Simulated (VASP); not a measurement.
# Hf2SnSe6 (P-31m) in VASP: further runs

The runs below take Hf2SnSe6 through single point, with PBE.

Program: VASP 6.6.1. These are calculated values, not measurements. Logs are shortened: lines on timing, memory, paths and dates and some standing lists are left out, and cuts for length are marked.

**1. The cell of the first run**

It takes space group P-31m (No. 162, trigonal). The conventional cell has a = 6.611 Å, b = 6.611 Å, c = 7.205 Å, α = 90.00°, β = 90.00°, γ = 120.00°. Hf (site symmetry 32) has 6 Se at 2.70 Å within 3.6 Å. Within 3.6 Å of Sn (site symmetry -3m) lie 6 Se at 2.75 Å. Se (site symmetry m) has 2 Hf at 2.70 Å and 1 Sn at 2.75 Å within 3.6 Å.

**2. Single point, PBE**

Contents of INCAR:

```
SYSTEM = Hf2SnSe6
PREC = Accurate
ENCUT = 520
EDIFF = 1E-7
ISMEAR = 0
SIGMA = 0.1
LREAL = .False.
LASPH = .True.
NELM = 100
ALGO = Normal
ISIF = 2
LWAVE = .False.
LCHARG = .False.
GGA = PE
NBANDS = 45
```

Contents of KPOINTS:

```
regular mesh
0
Gamma
  3 3 4
  0 0 0
```

Contents of POSCAR:

```
Hf2SnSe6
1.0
    6.6105194000      0.0000000000      0.0000000000
   -3.3052597000      5.7248778000      0.0000000000
    0.0000000000      0.0000000000      7.2051010000
Hf Sn Se
2 1 6
Direct
    0.6666667000      0.3333333000      0.0000000000
    0.3333333000      0.6666667000      0.0000000000
    0.0000000000      0.0000000000      0.0000000000
    0.6604310000      0.6604310000      0.2202460000
    0.3395690000      0.0000000000      0.2202460000
    0.0000000000      0.3395690000      0.2202460000
    0.0000000000      0.6604310000      0.7797540000
    0.6604310000      0.0000000000      0.7797540000
    0.3395690000      0.3395690000      0.7797540000
```

Potentials or basis: VASP PAW PBE potentials, release 64 (Hf_pv, Sn_d, Se).

Run with:

```bash
cat potpaw_PBE.64/Hf_pv/POTCAR potpaw_PBE.64/Sn_d/POTCAR potpaw_PBE.64/Se/POTCAR > POTCAR
mpirun -np 1 vasp_std > vasp.out
```

OUTCAR:

```text
SYSTEM = Hf2SnSe6
   PREC = Accurate
   ENCUT = 520
   EDIFF = 1E-7
   ISMEAR = 0
   LREAL = .False.
   LASPH = .True.
   NELM = 100
   ISIF = 2
   GGA = PE

 ion  position               nearest neighbor table
   1  0.667  0.333  0.000-   6 2.70   8 2.70   7 2.70   5 2.70   9 2.70   4 2.70   2 3.82   2 3.82
                             2 3.82
   2  0.333  0.667  0.000-   7 2.70   5 2.70   6 2.70   8 2.70   4 2.70   9 2.70   1 3.82   1 3.82
                             1 3.82
   3  0.000  0.000  0.000-   5 2.75   8 2.75   6 2.75   7 2.75   4 2.75   9 2.75
   4  0.660  0.660  0.220-   2 2.70   1 2.70   3 2.75
   5  0.340  0.000  0.220-   2 2.70   1 2.70   3 2.75
   6  0.000  0.340  0.220-   1 2.70   2 2.70   3 2.75
   7  0.000  0.660  0.780-   2 2.70   1 2.70   3 2.75
   8  0.660  0.000  0.780-   1 2.70   2 2.70   3 2.75
   9  0.340  0.340  0.780-   1 2.70   2 2.70   3 2.75

  LATTYP: Found a hexagonal cell.
 ALAT       =     6.6105194000
 C/A-ratio  =     1.0899447629

  Lattice vectors:

 A1 = (   6.6105194000,   0.0000000000,   0.0000000000)
 A2 = (  -3.3052597000,   5.7248778000,   0.0000000000)
 A3 = (   0.0000000000,   0.0000000000,   7.2051010000)

Analysis of symmetry for initial positions (statically):
=====================================================================
 Subroutine PRICEL returns:
 Original cell was already a primitive cell.

 Routine SETGRP: Setting up the symmetry group for a
 hexagonal supercell.

 Subroutine GETGRP returns: Found 12 space group operations
 (whereof 12 operations were pure point group operations)
 out of a pool of 24 trial point group operations.

The static configuration has the point symmetry D_3d.

Analysis of symmetry for dynamics (positions and initial velocities):
=====================================================================
 Subroutine PRICEL returns:
 Original cell was already a primitive cell.

 Routine SETGRP: Setting up the symmetry group for a
 hexagonal supercell.

 Subroutine GETGRP returns: Found 12 space group operations
 (whereof 12 operations were pure point group operations)
 out of a pool of 24 trial point group operations.

The dynamic configuration has the point symmetry D_3d.

 Subroutine INISYM returns: Found 12 space group operations
 (whereof 12 operations are pure point group operations),
 and found     1 'primitive' translations

----------------------------------------------------------------------------------------

                                     Primitive cell

  volume of cell :     272.6728

  direct lattice vectors                    reciprocal lattice vectors
     6.610519400  0.000000000  0.000000000     0.151274044  0.087338109  0.000000000
    -3.305259700  5.724877800  0.000000000     0.000000000  0.174676218  0.000000000
     0.000000000  0.000000000  7.205101000     0.000000000  0.000000000  0.138790560

  length of vectors
     6.610519400  6.610519458  7.205101000     0.174676219  0.174676218  0.138790560

  position of ions in fractional coordinates (direct lattice)
     0.666666700  0.333333300  0.000000000
     0.333333300  0.666666700  0.000000000
     0.000000000  0.000000000  0.000000000
     0.660431000  0.660431000  0.220246000
     0.339569000  0.000000000  0.220246000
     0.000000000  0.339569000  0.220246000
     0.000000000  0.660431000  0.779754000
     0.660431000  0.000000000  0.779754000
     0.339569000  0.339569000  0.779754000

  ion indices of the primitive-cell ions
   primitive index   ion index
                 1           1
                 2           2
                 3           3
                 4           4
                 5           5
                 6           6
                 7           7
                 8           8
                 9           9

----------------------------------------------------------------------------------------

 KPOINTS: regular mesh

Automatic generation of k-mesh.
 Grid dimensions read from file:
 generate k-points for:    3    3    4

 Generating k-lattice:

  Cartesian coordinates                     Fractional coordinates (reciprocal lattice)
     0.050424681  0.029112703  0.000000000     0.333333333  0.000000000  0.000000000
     0.000000000  0.058225406  0.000000000     0.000000000  0.333333333  0.000000000
     0.000000000  0.000000000  0.034697640     0.000000000  0.000000000  0.250000000

  Length of vectors
     0.058225406  0.058225406  0.034697640

  Shift w.r.t. Gamma in fractional coordinates (k-lattice)
     0.000000000  0.000000000  0.000000000

 Subroutine IBZKPT returns following result:
 ===========================================

 Found     10 irreducible k-points:

 Following reciprocal coordinates:
            Coordinates               Weight
  0.000000  0.000000  0.000000      1.000000
  0.333333 -0.000000  0.000000      6.000000
  0.333333  0.333333  0.000000      2.000000
  0.000000  0.000000  0.250000      2.000000
  0.333333 -0.000000  0.250000     12.000000
  0.333333  0.333333  0.250000      2.000000
 -0.333333 -0.333333  0.250000      2.000000
  0.000000  0.000000  0.500000      1.000000
  0.333333 -0.000000  0.500000      6.000000
  0.333333  0.333333  0.500000      2.000000
   k-points           NKPTS =     10   k-points in BZ     NKDIM =     10   number of bands    NBANDS=     45
   number of dos      NEDOS =    301   number of ions     NIONS =      9
   total plane-waves  NPLWV = 135000
   dimension x,y,z NGX =    50 NGY =   50 NGZ =   54
   dimension x,y,z NGXF=   100 NGYF=  100 NGZF=  108
   ions per type =               2   1   6
   NGX,Y,Z   is equivalent  to a cutoff of  12.57, 12.57, 12.46 a.u.
   NGXF,Y,Z  is equivalent  to a cutoff of  25.15, 25.15, 24.92 a.u.
 SYSTEM =  Hf2SnSe6
   PREC   = accura    normal or accurate (medium, high low for compatibility)
   ISTART =      0    job   : 0-new  1-cont  2-samecut
   ICHARG =      2    charge: 1-file 2-atom 10-const
   ISPIN  =      1    spin polarized calculation?
   LNONCOLLINEAR =      F non collinear calculations
   LSORBIT =      F    spin-orbit coupling
   LASPH  =      T    aspherical Exc in radial PAW
   ENCUT  =  520.0 eV  38.22 Ry    6.18 a.u.  12.29 12.29 13.40*2*pi/ulx,y,z
   NELM   =    100;   NELMIN=  2; NELMDL= -5     # of ELM steps
   EDIFF  = 0.1E-06   stopping-criterion for ELM
   LREAL  =      F    real-space projection
   EDIFFG = 0.1E-05   stopping-criterion for IOM
   NSW    =      0    number of steps for IOM
   IBRION =     -1    ionic relax: 0-MD 1-quasi-New 2-CG
   NFREE  =      0    steps in history (QN), initial steepest desc. (CG)
   ISIF   =      2    stress and relaxation
   ISYM   =      2    0-nonsym 1-usesym 2-fastsym
   POTIM  = 0.5000    time-step for ionic-motion
   TEBEG  =    0.0;   TEEND  =   0.0 temperature during run
   PSTRESS=    0.0 pullay stress
   NELECT =      70.0000    total number of electrons
   NUPDOWN=      -1.0000    fix difference up-down
   EMIN   =  10.00;   EMAX   =-10.00  energy-range for DOS
   EFERMI =   0.00;   METHOD = LEGACY
   ISMEAR =     0;   SIGMA  =   0.10  broadening in eV -4-tet -1-fermi 0-gaus
   EFERMI_NEDOS =   21; number of points for ismear=-14 and -15
   IALGO  =     38    algorithm
   IMIX   =      4    mixing-type and parameters
     AMIX     =   0.40;   BMIX     =  1.00
     AMIX_MAG =   1.60;   BMIX_MAG =  1.00
  volume/ion in A,a.u.               =      30.30       204.45
  Fermi-wavevector in a.u.,A,eV,Ry     =   1.040464  1.966191 14.729184  1.082564
  Thomas-Fermi vector in A             =   2.175040
   LORBIT       =      0    0 simple, 1 ext, 2 COOP (PROOUT), +10 PAW based schemes
   GGA     = PE    functional components
   LHFCALC =     F    Hartree Fock is set to
   AEXX    =    0.0000 exact exchange contribution
   IVDW    =     0    specifies the selected vdW correction
   LEPSILON=     F    determine dielectric tensor
   LRPA    =     F    only Hartree local field effects (RPA)
 non-spin polarized calculation
 Gauss-broadening in eV      SIGMA  =   0.10
  energy-cutoff  :      520.00
  volume of cell :      272.67
 maximum number of plane-waves:      7394
 NGX is ok and might be reduce to    50
   NGX = 25   NGY = 25   NGZ = 27

 number of electron      70.0000011 magnetization

 Free energy of the ion-electron system (eV)
  ---------------------------------------------------
  ext. energy  EPLUGINS =         0.00000000
  ---------------------------------------------------
  free energy    TOTEN  =       -53.35394466 eV

  energy without entropy =      -53.34319181  energy(sigma->0) =      -53.34856823

 E-fermi :   1.9535     XC(G=0):  -8.5062

 val. band max:        1.8753755292   @ k =   0.0000   0.0000   0.0000
 cond. band min:       2.0315895726   @ k =  -0.3333  -0.3333   0.2500
 fundamental gap:      0.1562140434
 Fermi energy:         1.9534992479

 k-point     1 :       0.0000    0.0000    0.0000
  band No.  band energies     occupation
      1     -29.3000      2.00000
      2     -29.3000      2.00000
      3     -29.2508      2.00000
      4     -29.2508      2.00000
      5     -29.2490      2.00000
      6     -29.2321      2.00000
[... 37 lines left out ...]
     44       6.3351      0.00000
     45       6.3402      0.00000

 k-point     2 :       0.3333   -0.0000    0.0000
  band No.  band energies     occupation
      1     -29.3033      2.00000
      2     -29.2918      2.00000
      3     -29.2592      2.00000
      4     -29.2483      2.00000
      5     -29.2449      2.00000
      6     -29.2355      2.00000
[... 37 lines left out ...]
     44       6.1317      0.00000
     45       6.6539      0.00000

 k-point     3 :       0.3333    0.3333    0.0000
  band No.  band energies     occupation
      1     -29.3063      2.00000
      2     -29.2757      2.00000
      3     -29.2757      2.00000
      4     -29.2446      2.00000
      5     -29.2404      2.00000
      6     -29.2404      2.00000
[... 325 lines left out ...]
     44       6.2932      0.00000
     45       6.3168      0.00000

 k-point    10 :       0.3333    0.3333    0.5000
  band No.  band energies     occupation
      1     -29.3063      2.00000
      2     -29.2757      2.00000
      3     -29.2757      2.00000
      4     -29.2446      2.00000
      5     -29.2404      2.00000
      6     -29.2404      2.00000
[... 37 lines left out ...]
     44       6.1889      0.00000
     45       6.1889      0.00000

------------------------ aborting loop because EDIFF is reached ----------------------------------------

  FORCE on cell =-STRESS in cart. coord.  units (eV):
  Direction    XX          YY          ZZ          XY          YZ          ZX
  --------------------------------------------------------------------------------------
  -------------------------------------------------------------------------------------
  Total       -0.2369808     -0.2369808     -0.2731654      0.0000000     -0.0000000     -0.0000000
  in kB       -1.3924570     -1.3924570     -1.6050717      0.0000000     -0.0000000     -0.0000000
  external PRESSURE =      -1.4633286 kB  Pullay stress =       0.0000000 kB

 VOLUME and BASIS-vectors are now :
 -----------------------------------------------------------------------------
  energy-cutoff  :      520.00
  volume of cell :      272.67
      direct lattice vectors                 reciprocal lattice vectors
     6.610519400  0.000000000  0.000000000     0.151274044  0.087338109  0.000000000
    -3.305259700  5.724877800  0.000000000     0.000000000  0.174676218  0.000000000
     0.000000000  0.000000000  7.205101000     0.000000000  0.000000000  0.138790560

 POSITION                                       TOTAL-FORCE (eV/Angst)
 -----------------------------------------------------------------------------------
      3.30526      1.90829      0.00000        -0.000000      0.000000      0.000000
     -0.00000      3.81659      0.00000        -0.000000      0.000000      0.000000
      0.00000      0.00000      0.00000        -0.000000      0.000000      0.000000
      2.18290      3.78089      1.58689        -0.017530     -0.030363     -0.026367
      2.24473      0.00000      1.58689         0.035060      0.000000     -0.026367
     -1.12236      1.94399      1.58689        -0.017530      0.030363     -0.026367
     -2.18290      3.78089      5.61821         0.017530     -0.030363      0.026367
      4.36579      0.00000      5.61821        -0.035060     -0.000000      0.026367
      1.12236      1.94399      5.61821         0.017530      0.030363      0.026367
 -----------------------------------------------------------------------------------
    total drift:                               -0.000000      0.000000      0.000000

  FREE ENERGIE OF THE ION-ELECTRON SYSTEM (eV)
  ---------------------------------------------------
  free  energy   TOTEN  =       -53.3539446596 eV

  energy  without entropy=      -53.3431918055  energy(sigma->0) =      -53.34856823
```

It took 80 s on 1 thread of Intel Xeon 6975P-C (Granite Rapids), shared host; peak memory 0.4 GiB.

Results:

```
Free energy            : -53.3539 eV
Pressure               : -0.1 GPa
Largest force          : 0.044 eV/Å
Band gap on the k mesh : 0.16 eV (least direct gap 0.52 eV)
```

Forces on the atoms (eV/Å):
```
Hf   0.000  0.000  0.000
Hf   0.000  0.000  0.000
Sn   0.000  0.000  0.000
Se  -0.018 -0.030 -0.026
Se   0.035  0.000 -0.026
Se  -0.018  0.030 -0.026
Se   0.018 -0.030  0.026
Se  -0.035  0.000  0.026
Se   0.018  0.030  0.026
```

Levels at points of the mesh, in eV from the valence-band top:
| k point | band 32 | band 33 | band 34 | band 35 | band 36 | band 37 | band 38 | band 39 |
| --- | --- | --- | --- | --- | --- | --- | --- | --- |
| (0.00, 0.00, 0.00) | -0.89 | -0.52 | 0.00 | 0.00 | 0.52 | 2.27 | 2.27 | 2.31 |
| (0.00, 0.00, 0.50) | -0.73 | -0.73 | -0.03 | -0.03 | 0.65 | 2.22 | 2.22 | 2.35 |

Caveat: spin-orbit coupling is left out, which moves the levels of the heavy elements; an odd mesh through Γ misses points on the zone boundary, where band edges can lie; this functional lacks dispersion, which binds the layers, so the pressure and a relaxed spacing across them are unreliable.

**3. Single point, PBE**

Contents of INCAR:

```
PREC     = Accurate       # precision mode
ENCUT    = 520            # plane-wave cutoff, eV
EDIFF    = 1E-6           # SCF threshold, eV
ISMEAR   = 0              # smearing method
SIGMA    = 0.01           # smearing width, eV
LREAL    = False          # projectors in reciprocal space
LASPH    = True           # aspherical terms in the spheres
NELM     = 80             # most SCF steps
ALGO     = Normal         # electronic algorithm
ISIF     = 2              # what is computed and relaxed
LWAVE    = False          # write WAVECAR
LCHARG   = False          # write CHGCAR
GGA      = PE             # functional
NBANDS   = 45             # bands
```

Contents of KPOINTS:

```
Automatic mesh
0
Gamma
  6 6 6
```

Contents of POSCAR:

```
Hf2SnSe6
1.0
    6.6105194389      0.0000000000      0.0000000000
   -3.3052597195      5.7248777663      0.0000000000
    0.0000000000      0.0000000000      7.2051010000
Hf Sn Se
2 1 6
Direct
    0.6666666667      0.3333333333      0.0000000000
    0.3333333333      0.6666666667      0.0000000000
    0.0000000000      0.0000000000      0.0000000000
    0.6604310000      0.6604310000      0.2202460000
    0.3395690000      0.0000000000      0.2202460000
    0.0000000000      0.3395690000      0.2202460000
    0.0000000000      0.6604310000      0.7797540000
    0.6604310000      0.0000000000      0.7797540000
    0.3395690000      0.3395690000      0.7797540000
```

Potentials or basis: VASP PAW PBE potentials, release 64 (Hf_pv, Sn_d, Se).

Run with:

```bash
cat potpaw_PBE.64/Hf_pv/POTCAR potpaw_PBE.64/Sn_d/POTCAR potpaw_PBE.64/Se/POTCAR > POTCAR
mpirun -np 1 vasp_std > vasp.out
```

Wall time 3.6 min (1 thread of Intel Xeon 6975P-C (Granite Rapids), shared host); peak memory 0.59 GiB.

The run converged. Its results:

- Free energy: -53.3832 eV
- Pressure: -0.2 GPa
- Largest force: 0.036 eV/Å
- Band gap on the k mesh: 0.15 eV (least direct gap 0.52 eV)

Forces on the atoms (eV/Å):
```
Hf   0.000  0.000  0.000
Hf   0.000  0.000  0.000
Sn   0.000  0.000  0.000
Se  -0.012 -0.020 -0.027
Se   0.023  0.000 -0.027
Se  -0.012  0.020 -0.027
Se   0.012 -0.020  0.027
Se  -0.023  0.000  0.027
Se   0.012  0.020  0.027
```

Levels at points of the mesh, in eV from the valence-band top:
| k point | band 33 | band 34 | band 35 | band 36 | band 37 | band 38 |
| --- | --- | --- | --- | --- | --- | --- |
| (0.00, 0.00, 0.00) | -0.52 | 0.00 | 0.00 | 0.52 | 2.27 | 2.27 |
| (0.50, 0.00, 0.00) | -1.00 | -0.53 | -0.41 | 0.36 | 1.82 | 1.95 |
| (0.00, 0.00, 0.50) | -0.73 | -0.03 | -0.03 | 0.66 | 2.22 | 2.22 |
| (0.50, 0.00, 0.50) | -1.10 | -0.76 | -0.50 | 0.44 | 1.88 | 1.91 |

Caveat: spin-orbit coupling is left out, which moves the levels of the heavy elements; this functional lacks dispersion, which binds the layers, so the pressure and a relaxed spacing across them are unreliable.
